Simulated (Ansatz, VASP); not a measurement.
## Ru in VASP and in Ansatz

```
Ru
1.0
     2.55825    0.00000    0.00000
    -1.27913    2.21551    0.00000
     0.00000    0.00000    4.06334
Ru
2
Direct
  0.33333 0.66667 0.25000
  0.66667 0.33333 0.75000
```

Change from the starting cell: volume scaled by 0.88, PAW files.

Alike in both runs: task single point; functional LDA; k mesh 18 × 18 × 10; occupations fermi-dirac, width 0.05 eV; no spin polarisation.

|  | VASP | Ansatz |
| --- | --- | --- |
| version | VASP 6.6.1 | Ansatz 0.2.0 |
| potentials or method | VASP PAW LDA potentials, release 64 (Ru_pv) | PAW with Ansatz's default frozen-core files, scalar-relativistic |
| plane-wave cutoff (eV) | 520 | 420 |
| valence electrons in the cell | 28 | 32 |

VASP gave:

```
pressure (GPa)                                                : 65.3
traceless stress, the component that is largest in VASP (GPa) : 0.11
```

**Question.** What did Ansatz give for the same quantities?

**Answer.** Pressure (GPa): 63.3; traceless stress, the component that is largest in VASP (GPa): 0.00.

LDA's correlation is that of Perdew and Zunger in VASP and of Perdew and Wang (1992) in Ansatz. Both programs put the cell under a high pressure, so it lies far from rest at this level. VASP's potentials hold 28 valence electrons a cell and Ansatz's 32, so a difference there can come from the potentials and not from the codes.

Noted on VASP's run: the cell as given lies far from equilibrium.
